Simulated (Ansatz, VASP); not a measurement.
# Os in VASP and in Ansatz

The input INCAR:

```
SYSTEM = Os
PREC = Accurate
ENCUT = 520
EDIFF = 1E-6
ISMEAR = -1
SIGMA = 0.27211386245988
LREAL = .False.
LASPH = .True.
NELM = 60
ALGO = Normal
ISIF = 2
LWAVE = .False.
LCHARG = .True.
GGA = B5
ALDAX = 1.0
AGGAX = 1.0
AGGAC = 1.0
ALDAC = 0.0
LELF = .True.
LVHAR = .True.
ISYM = 0
NBANDS = 10
```

File KPOINTS:

```
regular mesh
0
Gamma
  4 4 4
  0 0 0
```

The input POSCAR:

```
Os
1.0
    0.0000000000      1.9220413878      1.9220413878
    1.9220413878      0.0000000000      1.9220413878
    1.9220413878      1.9220413878      0.0000000000
Os
1
Direct
    0.0000000000      0.0000000000      0.0000000000
```

Input for Ansatz:

```yaml
crystal:
  lattice:
    - [0.0, 1.9220413878, 1.9220413878]
    - [1.9220413878, 0.0, 1.9220413878]
    - [1.9220413878, 1.9220413878, 0.0]
  atoms:
    - { symbol: Os, position: [0.0, 0.0, 0.0] }
  symmetry: { detect: false }
basis:
  ecutwfc: 420
kpoints:
  mp_grid: { grid: [4, 4, 4] }
  band_path: { path: [[0, 0, 0], [0.5, 0, 0], [0.5, 0.5, 0.5]], npoints: 4 }
hamiltonian:
  xc: blyp
scf:
  occupations: { method: fermi_dirac, width: "0.02 Ry" }
  mixing: { algorithm: broyden }
  max_iter: 65
output:
  forces: true
  stress: true
  eigenvalues: true
```

Alike in both runs: task single point; functional BLYP; k mesh 4 × 4 × 4; no spin polarisation.

|  | VASP | Ansatz |
| --- | --- | --- |
| version | VASP 6.6.1 | Ansatz 0.2.0 |
| potentials or method | VASP PAW PBE potentials, release 64 (Os), cutoff 520 eV | scalar-relativistic, plane waves, PAW |
| occupations | fermi-dirac, width 0.272114 eV | fermi-dirac |
| valence electrons in the cell | 8 | 16 |

|  | VASP | Ansatz | Ansatz less VASP |
| --- | --- | --- | --- |
| gap on the k mesh at the Fermi level (eV) | none | none | - |
| pressure (GPa) | 25.4 | 21.4 | -3.94 |

VASP's potentials were made for PBE, not for BLYP. A gap of «none» marks a metal or a gap that the smearing closes. VASP's potentials hold 8 valence electrons a cell and Ansatz's 16, so a difference there can come from the potentials and not from the codes.

The k mesh is coarse, so the values compare programs but aren't converged. Neither program's run includes spin-orbit coupling.
